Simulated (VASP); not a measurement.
# MoS (Pm-3m) in VASP: notebook

The runs below take MoS through single point, with PBEsol.

All numbers are computed with VASP 6.6.1; they aren't measurements. Logs are shortened: lines on timing, memory, paths and dates and some standing lists are left out, and cuts for length are marked.

## 1. The cell of the first run

The structure is cubic, space group Pm-3m (No. 221). Conventional cell: a = 2.989 Å, b = 2.989 Å, c = 2.989 Å, α = 90.00°, β = 90.00°, γ = 90.00°. Mo (site symmetry m-3m) has 8 S at 2.59 Å and 6 Mo at 2.99 Å within 3.4 Å. S (site symmetry m-3m) has 8 Mo at 2.59 Å and 6 S at 2.99 Å within 3.4 Å.

## 2. Single point, PBEsol, collinear spin, ferromagnetic start (volume scaled by 1.020)

File INCAR:

```
SYSTEM = MoS
ALGO = Normal
EDIFF = 1E-7
ENCUT = 520
GGA = PS
ISIF = 2
ISMEAR = 0
ISPIN = 2
LASPH = .TRUE.
LCHARG = .FALSE.
LMAXMIX = 4
LORBIT = 11
LREAL = .FALSE.
LWAVE = .FALSE.
MAGMOM = 0.05 0
NBANDS = 21
NELM = 150
PREC = Accurate
SIGMA = 0.05
```

File KPOINTS:

```
k-points
0
G
  10 10 10
  0 0 0
```

File POSCAR:

```
MoS
1.0
    2.9889142726      0.0000000000      0.0000000000
    0.0000000000      2.9889142726      0.0000000000
    0.0000000000      0.0000000000      2.9889142726
Mo S
1 1
Direct
    0.0000000000      0.0000000000      0.0000000000
    0.5000000000      0.5000000000      0.5000000000
```

Potentials or basis: VASP PAW PBE potentials, release 64 (Mo_sv, S).

Command:

```bash
> cat potpaw_PBE.64/Mo_sv/POTCAR potpaw_PBE.64/S/POTCAR > POTCAR
> mpirun -np 1 vasp_std > vasp.out
```

OUTCAR:

```text
SYSTEM = MoS
   EDIFF = 1E-7
   ENCUT = 520
   GGA = PS
   ISIF = 2
   ISMEAR = 0
   ISPIN = 2
   LASPH = .TRUE.
   LORBIT = 11
   LREAL = .FALSE.
   NELM = 150
   PREC = Accurate

 ion  position               nearest neighbor table
   1  0.000  0.000  0.000-   2 2.59   2 2.59   2 2.59   2 2.59   2 2.59   2 2.59   2 2.59   2 2.59

   2  0.500  0.500  0.500-   1 2.59   1 2.59   1 2.59   1 2.59   1 2.59   1 2.59   1 2.59   1 2.59

  LATTYP: Found a simple cubic cell.
 ALAT       =     2.9889142726

  Lattice vectors:

 A1 = (   2.9889142726,   0.0000000000,   0.0000000000)
 A2 = (   0.0000000000,   2.9889142726,   0.0000000000)
 A3 = (   0.0000000000,   0.0000000000,   2.9889142726)

Analysis of symmetry for initial positions (statically):
=====================================================================
 Subroutine PRICEL returns:
 Original cell was already a primitive cell.

 Routine SETGRP: Setting up the symmetry group for a
 simple cubic supercell.

 Subroutine GETGRP returns: Found 48 space group operations
 (whereof 48 operations were pure point group operations)
 out of a pool of 48 trial point group operations.

The static configuration has the point symmetry O_h .

Analysis of symmetry for dynamics (positions and initial velocities):
=====================================================================
 Subroutine PRICEL returns:
 Original cell was already a primitive cell.

 Routine SETGRP: Setting up the symmetry group for a
 simple cubic supercell.

 Subroutine GETGRP returns: Found 48 space group operations
 (whereof 48 operations were pure point group operations)
 out of a pool of 48 trial point group operations.

The dynamic configuration has the point symmetry O_h .

Analysis of structural, dynamic, and magnetic symmetry:
=====================================================================
 Subroutine PRICEL returns:
 Original cell was already a primitive cell.

 Routine SETGRP: Setting up the symmetry group for a
 simple cubic supercell.

 Subroutine GETGRP returns: Found 48 space group operations
 (whereof 48 operations were pure point group operations)
 out of a pool of 48 trial point group operations.

The overall configuration has the point symmetry O_h .

 Subroutine INISYM returns: Found 48 space group operations
 (whereof 48 operations are pure point group operations),
 and found     1 'primitive' translations

----------------------------------------------------------------------------------------

                                     Primitive cell

  volume of cell :      26.7018

  direct lattice vectors                    reciprocal lattice vectors
     2.988914273  0.000000000  0.000000000     0.334569649  0.000000000  0.000000000
     0.000000000  2.988914273  0.000000000     0.000000000  0.334569649  0.000000000
     0.000000000  0.000000000  2.988914273     0.000000000  0.000000000  0.334569649

  length of vectors
     2.988914273  2.988914273  2.988914273     0.334569649  0.334569649  0.334569649

  position of ions in fractional coordinates (direct lattice)
     0.000000000  0.000000000  0.000000000
     0.500000000  0.500000000  0.500000000

  ion indices of the primitive-cell ions
   primitive index   ion index
                 1           1
                 2           2

----------------------------------------------------------------------------------------

 KPOINTS: k-points

Automatic generation of k-mesh.
 Grid dimensions read from file:
 generate k-points for:   10   10   10

 Generating k-lattice:

  Cartesian coordinates                     Fractional coordinates (reciprocal lattice)
     0.033456965  0.000000000  0.000000000     0.100000000  0.000000000  0.000000000
     0.000000000  0.033456965  0.000000000     0.000000000  0.100000000  0.000000000
     0.000000000  0.000000000  0.033456965     0.000000000  0.000000000  0.100000000

  Length of vectors
     0.033456965  0.033456965  0.033456965

  Shift w.r.t. Gamma in fractional coordinates (k-lattice)
     0.000000000  0.000000000  0.000000000

 Subroutine IBZKPT returns following result:
 ===========================================

 Found     56 irreducible k-points:

 Following reciprocal coordinates:
            Coordinates               Weight
  0.000000  0.000000  0.000000      1.000000
  0.100000  0.000000  0.000000      6.000000
  0.200000  0.000000  0.000000      6.000000
  0.300000  0.000000  0.000000      6.000000
  0.400000  0.000000  0.000000      6.000000
  0.500000  0.000000  0.000000      3.000000
[... 16 lines left out ...]
  0.200000  0.100000  0.100000     24.000000
  0.300000  0.100000  0.100000     24.000000
 [... further k-points ...]
   k-points           NKPTS =     56   k-points in BZ     NKDIM =     56   number of bands    NBANDS=     21
   number of dos      NEDOS =    301   number of ions     NIONS =      2
   total plane-waves  NPLWV =  13824
   dimension x,y,z NGX =    24 NGY =   24 NGZ =   24
[... 82 lines left out ...]
[... 13 lines left out ...]
     20      30.8315      0.00000
     21      30.8315      0.00000

 k-point     2 :       0.1000    0.0000    0.0000
  band No.  band energies     occupation
      1     -47.9270      1.00000
      2     -21.9297      1.00000
      3     -21.8757      1.00000
      4     -21.8757      1.00000
      5      -3.5940      1.00000
      6       8.3812      1.00000
[... 13 lines left out ...]
     20      31.5232      0.00000
     21      31.5582      0.00000

 k-point     3 :       0.2000    0.0000    0.0000
  band No.  band energies     occupation
      1     -47.9163      1.00000
      2     -22.0573      1.00000
      3     -21.8638      1.00000
      4     -21.8638      1.00000
      5      -3.1674      1.00000
      6       7.0338      1.00000
[... 13 lines left out ...]
     20      30.7778      0.00000
     21      32.8848      0.00000
[... 457 lines left out ...]
 k-point    23 :       0.2000    0.1000    0.1000
  band No.  band energies     occupation
      1     -47.9082      1.00000
      2     -22.0460      1.00000
      3     -21.9100      1.00000
      4     -21.9031      1.00000
      5      -2.9253      1.00000
      6       7.1891      1.00000
[... 13 lines left out ...]
     20      32.0501      0.00000
     21      32.9027      0.00000

 k-point    24 :       0.3000    0.1000    0.1000
  band No.  band energies     occupation
      1     -47.8950      1.00000
      2     -22.1976      1.00000
      3     -21.8939      1.00000
      4     -21.8876      1.00000
      5      -2.3723      1.00000
      6       5.7281      1.00000
[... 13 lines left out ...]
     20      31.2982      0.00000
     21      33.2369      0.00000

 [... further k-points ...]

 spin component 2

 k-point     1 :       0.0000    0.0000    0.0000
  band No.  band energies     occupation
      1     -47.9312      1.00000
      2     -21.8803      1.00000
      3     -21.8803      1.00000
      4     -21.8803      1.00000
      5      -3.7449      1.00000
      6       8.9201      1.00000
[... 13 lines left out ...]
     20      30.8315      0.00000
     21      30.8315      0.00000

 k-point     2 :       0.1000    0.0000    0.0000
  band No.  band energies     occupation
      1     -47.9271      1.00000
      2     -21.9297      1.00000
      3     -21.8757      1.00000
      4     -21.8757      1.00000
      5      -3.5940      1.00000
      6       8.3812      1.00000
[... 13 lines left out ...]
     20      31.5555      0.00000
     21      31.5582      0.00000

 k-point     3 :       0.2000    0.0000    0.0000
  band No.  band energies     occupation
      1     -47.9164      1.00000
      2     -22.0573      1.00000
      3     -21.8638      1.00000
      4     -21.8638      1.00000
      5      -3.1674      1.00000
      6       7.0338      1.00000
[... 13 lines left out ...]
     20      30.7778      0.00000
     21      32.8848      0.00000
[... 457 lines left out ...]
 k-point    23 :       0.2000    0.1000    0.1000
  band No.  band energies     occupation
      1     -47.9083      1.00000
      2     -22.0460      1.00000
      3     -21.9101      1.00000
      4     -21.9032      1.00000
      5      -2.9253      1.00000
      6       7.1891      1.00000
[... 13 lines left out ...]
     20      32.0500      0.00000
     21      32.9027      0.00000

 k-point    24 :       0.3000    0.1000    0.1000
  band No.  band energies     occupation
      1     -47.8951      1.00000
      2     -22.1976      1.00000
      3     -21.8939      1.00000
      4     -21.8877      1.00000
      5      -2.3723      1.00000
      6       5.7280      1.00000
[... 13 lines left out ...]
     20      31.2982      0.00000
     21      33.2369      0.00000

 [... further k-points ...]
[... 5 lines left out ...]
  --------------------------------------------------------------------------------------
  -------------------------------------------------------------------------------------
  Total       -0.6799222     -0.6799222     -0.6799222      0.0000000     -0.0000000      0.0000000
  in kB      -40.7971146    -40.7971146    -40.7971146      0.0000000     -0.0000000      0.0000000
  external PRESSURE =     -40.7971146 kB  Pullay stress =       0.0000000 kB

 VOLUME and BASIS-vectors are now :
 -----------------------------------------------------------------------------
  energy-cutoff  :      520.00
  volume of cell :       26.70
      direct lattice vectors                 reciprocal lattice vectors
     2.988914273  0.000000000  0.000000000     0.334569649  0.000000000  0.000000000
     0.000000000  2.988914273  0.000000000     0.000000000  0.334569649  0.000000000
     0.000000000  0.000000000  2.988914273     0.000000000  0.000000000  0.334569649

 POSITION                                       TOTAL-FORCE (eV/Angst)
 -----------------------------------------------------------------------------------
      0.00000      0.00000      0.00000         0.000000      0.000000      0.000000
      1.49446      1.49446      1.49446         0.000000      0.000000      0.000000
 -----------------------------------------------------------------------------------
    total drift:                               -0.000000      0.000000      0.000000

  FREE ENERGIE OF THE ION-ELECTRON SYSTEM (eV)
  ---------------------------------------------------
  free  energy   TOTEN  =       -16.8021072553 eV

  energy  without entropy=      -16.8001683542  energy(sigma->0) =      -16.80113780

 total charge

# of ion       s       p       d       tot
------------------------------------------
    1        2.255   6.158   4.077  12.490
    2        1.323   2.291   0.000   3.614
--------------------------------------------------
tot          3.578   8.449   4.077  16.104

 magnetization (x)

# of ion       s       p       d       tot
------------------------------------------
    1        0.000   0.000   0.000   0.000
    2        0.000  -0.000   0.000  -0.000
--------------------------------------------------
tot          0.000   0.000   0.000   0.000
```

It took 22 s on 1 thread of Intel Xeon Platinum 8559C (Emerald Rapids), shared host; peak memory 0.18 GiB.

Results:

| Quantity | Value |
| --- | --- |
| Free energy | -16.8021 eV |
| Pressure | -4.1 GPa |
| Band gap on the k mesh | zero (filled and empty bands overlap) |
| Net moment | 0.00 μB per cell |
| Valence electrons inside the program's atomic spheres | Mo 12.49; S 3.61 |

Caveat: the cell differs from its parent crystal (volume scaled by 1.020); the PAW data sets were made with another functional, which shifts forces and pressure a little.

## 3. Single point, PBEsol, collinear spin, ferromagnetic start (volume scaled by 1.040)

File INCAR:

```
PREC     = Accurate       # precision mode
ENCUT    = 520            # plane-wave cutoff, eV
EDIFF    = 1E-6           # SCF threshold, eV
ISMEAR   = 0              # smearing method
SIGMA    = 0.05           # smearing width, eV
LREAL    = False          # projectors in reciprocal space
LASPH    = True           # aspherical terms in the spheres
NELM     = 150            # most SCF steps
ALGO     = Normal         # electronic algorithm
ISIF     = 2              # what is computed and relaxed
LWAVE    = False          # write WAVECAR
LCHARG   = True           # write CHGCAR
ISPIN    = 2              # spin polarisation
MAGMOM   = 0.05 0         # initial moments
LORBIT   = 11             # projections on sites
LMAXMIX  = 4              # l up to which the mixer works
GGA      = PS             # functional
LELF     = True           # ELF
LVHAR    = True         
NBANDS   = 21             # bands
```

File KPOINTS:

```
Automatic mesh
0
Gamma
  10 10 10
```

File POSCAR:

```
MoS
1.0
    3.0083233507      0.0000000000      0.0000000000
    0.0000000000      3.0083233507      0.0000000000
    0.0000000000      0.0000000000      3.0083233507
Mo S
1 1
Direct
    0.0000000000      0.0000000000      0.0000000000
    0.5000000000      0.5000000000      0.5000000000
```

Potentials or basis: VASP PAW PBE potentials, release 64 (Mo_sv, S).

Command:

```bash
> cat potpaw_PBE.64/Mo_sv/POTCAR potpaw_PBE.64/S/POTCAR > POTCAR
> mpirun -np 1 vasp_std > vasp.out
```

Wall time 37 s (1 thread of Intel Xeon Platinum 8559C (Emerald Rapids), shared host); peak memory 0.17 GiB.

It converged, with:

```
Free energy                                           : -16.7823 eV
Pressure                                              : -8.1 GPa
Band gap on the k mesh                                : zero (filled and empty bands overlap)
Net moment                                            : 0.00 μB per cell
Valence electrons inside the program's atomic spheres : Mo 12.45; S 3.60
```

Levels at points of the mesh, in eV from the Fermi level:
Spin up:
| k point | band 7 | band 8 | band 9 | band 10 | band 11 | band 12 | band 13 | band 14 |
| --- | --- | --- | --- | --- | --- | --- | --- | --- |
| (0.00, 0.00, 0.00) | -4.20 | -2.44 | -2.44 | -2.44 | 0.75 | 0.75 | 0.75 | 4.19 |
| (0.50, 0.00, 0.00) | -4.30 | -4.30 | -3.01 | 1.26 | 2.20 | 4.13 | 4.13 | 4.69 |
| (0.50, 0.50, 0.00) | -6.60 | -3.58 | -1.21 | -1.21 | -1.18 | 0.39 | 2.72 | 5.65 |
| (0.50, 0.50, 0.50) | -8.35 | -8.35 | 2.86 | 2.86 | 3.16 | 3.16 | 3.16 | 4.86 |
Spin down:
| k point | band 7 | band 8 | band 9 | band 10 | band 11 | band 12 | band 13 | band 14 |
| --- | --- | --- | --- | --- | --- | --- | --- | --- |
| (0.00, 0.00, 0.00) | -4.20 | -2.44 | -2.44 | -2.44 | 0.75 | 0.75 | 0.75 | 4.19 |
| (0.50, 0.00, 0.00) | -4.30 | -4.30 | -3.01 | 1.26 | 2.20 | 4.13 | 4.13 | 4.69 |
| (0.50, 0.50, 0.00) | -6.60 | -3.58 | -1.21 | -1.21 | -1.18 | 0.39 | 2.72 | 5.65 |
| (0.50, 0.50, 0.50) | -8.35 | -8.35 | 2.86 | 2.86 | 3.16 | 3.16 | 3.16 | 4.86 |

Caveat: the cell differs from its parent crystal (volume scaled by 1.040); the PAW data sets were made with another functional, which shifts forces and pressure a little.

## 4. Single point, PBEsol, collinear spin, ferromagnetic start

This run uses another cell than the first one, of 13.82 Å³/atom, 1.035 times its volume.

File INCAR:

```
SYSTEM = MoS
PREC     = Accurate       ! precision mode
ENCUT    = 520            ! plane-wave cutoff, eV
EDIFF    = 1E-6           ! SCF threshold, eV
ISMEAR   = 0              ! smearing method
SIGMA    = 0.05           ! smearing width, eV
LREAL    = .FALSE.        ! projectors in reciprocal space
LASPH    = .TRUE.         ! aspherical terms in the spheres
NELM     = 150            ! most SCF steps
ALGO     = Normal         ! electronic algorithm
ISIF     = 2              ! what is computed and relaxed
LWAVE    = .FALSE.        ! write WAVECAR
LCHARG   = .FALSE.        ! write CHGCAR
ISPIN    = 2              ! spin polarisation
MAGMOM   = 3 0            ! initial moments
LORBIT   = 11             ! projections on sites
LMAXMIX  = 4              ! l up to which the mixer works
GGA      = PS             ! functional
NBANDS   = 21             ! bands
```

File KPOINTS:

```
regular mesh
0
G
  10 10 10
  0 0 0
```

File POSCAR:

```
MoS
1.0
    3.0238604879      0.0000000000      0.0000000000
    0.0000000000      3.0238604879      0.0000000000
    0.0000000000      0.0000000000      3.0238604879
Mo S
1 1
Direct
    0.0000000000      0.0000000000      0.0000000000
    0.5000000000      0.5000000000      0.5000000000
```

Command:

```bash
> cat potpaw_PBE.64/Mo_sv/POTCAR potpaw_PBE.64/S/POTCAR > POTCAR
> mpirun -np 1 vasp_std > vasp.out
```

It took 27 s on 1 thread of Intel Xeon Platinum 8559C (Emerald Rapids), shared host; peak memory 0.18 GiB.

It converged, with:

- Free energy: -16.7570 eV
- Pressure: -11.1 GPa
- Band gap on the k mesh: zero (filled and empty bands overlap)
- Net moment: 0.00 μB per cell
- Valence electrons inside the program's atomic spheres: Mo 12.41; S 3.60

Levels at points of the mesh, in eV from the Fermi level:
Spin up:
```csv
k point,band 6,band 7,band 8,band 9,band 10,band 11,band 12,band 13,band 14,band 15
"(0.00, 0.00, 0.00)",-4.09,-4.09,-2.42,-2.42,-2.42,0.74,0.74,0.74,4.00,9.27
"(0.50, 0.00, 0.00)",-9.20,-4.24,-4.24,-2.94,1.23,2.15,4.03,4.03,4.76,6.22
"(0.50, 0.50, 0.00)",-6.52,-6.52,-3.51,-1.18,-1.17,-1.17,0.35,2.66,5.56,10.87
"(0.50, 0.50, 0.50)",-8.21,-8.21,-8.21,2.79,2.79,3.14,3.14,3.14,4.75,4.75
```
Spin down:
```csv
k point,band 7,band 8,band 9,band 10,band 11,band 12,band 13,band 14
"(0.00, 0.00, 0.00)",-4.09,-2.42,-2.42,-2.42,0.74,0.74,0.74,4.00
"(0.50, 0.00, 0.00)",-4.24,-4.24,-2.94,1.23,2.15,4.03,4.03,4.76
"(0.50, 0.50, 0.00)",-6.52,-3.51,-1.18,-1.17,-1.17,0.35,2.66,5.56
"(0.50, 0.50, 0.50)",-8.21,-8.21,2.79,2.79,3.14,3.14,3.14,4.75
```

Caveat: the PAW data sets were made with another functional, which shifts forces and pressure a little.

## 5. Overview

| cell | gap on the mesh (eV) | pressure (GPa) | moment (μB) |
| --- | --- | --- | --- |
| a = 2.989 Å, 2 atoms | none | -4.1 | 0.00 |
| a = 3.008 Å, 2 atoms | none | -8.1 | 0.00 |
| a = 3.024 Å, 2 atoms | none | -11.1 | 0.00 |

Alike in all rows: task single point; level PBEsol; potentials or basis VASP PAW PBE potentials, release 64 (Mo_sv, S); spin collinear, ferromagnetic start; k mesh 10 × 10 × 10; cutoff (eV) 520; smearing gaussian 0.05 eV.

Caveats: the PAW data sets were made with another functional, which shifts forces and pressure a little.

Absolute energies hang on the potentials; compare differences alone.
